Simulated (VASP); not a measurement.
Zr, 1 atom in the cell. It takes space group P6/mmm (No. 191, hexagonal). Conventional cell: a = 2.340 Å, b = 2.340 Å, c = 2.264 Å, α = 90.00°, β = 90.00°, γ = 120.00°. Within 3.0 Å of Zr (site symmetry 6/mmm) lie 8 Zr at 2.26 to 2.34 Å. This isn't the form of Zr at room conditions, which is hcp.

* Program: VASP 6.6.1
* Task: single point
* Functional: PBE
* Potentials or basis: VASP PAW PBE potentials, release 64 (Zr_sv)
* Cutoff: 520 eV
* k mesh: 16 × 16 × 14
* Occupations: fermi-dirac, width 0.1 eV
* Spin: no spin polarisation
* Dipole correction: no
* Further INCAR settings: ALGO = Normal; EDIFF = 1e-06; NBANDS = 12

Potentials or basis: VASP PAW PBE potentials, release 64 (Zr_sv).

The run is started by

```console
$ cat potpaw_PBE.64/Zr_sv/POTCAR > POTCAR
$ mpirun -np 1 vasp_std > vasp.out
```

Hardware: 1 thread of Intel Xeon 6455B (shared host).

Task: Estimate the wall time of this run.

Result: Run time: 18 s on 1 thread of Intel Xeon 6455B, with other jobs on the host, peak memory 0.14 GiB. Counts: scf iterations 12, k points 240.
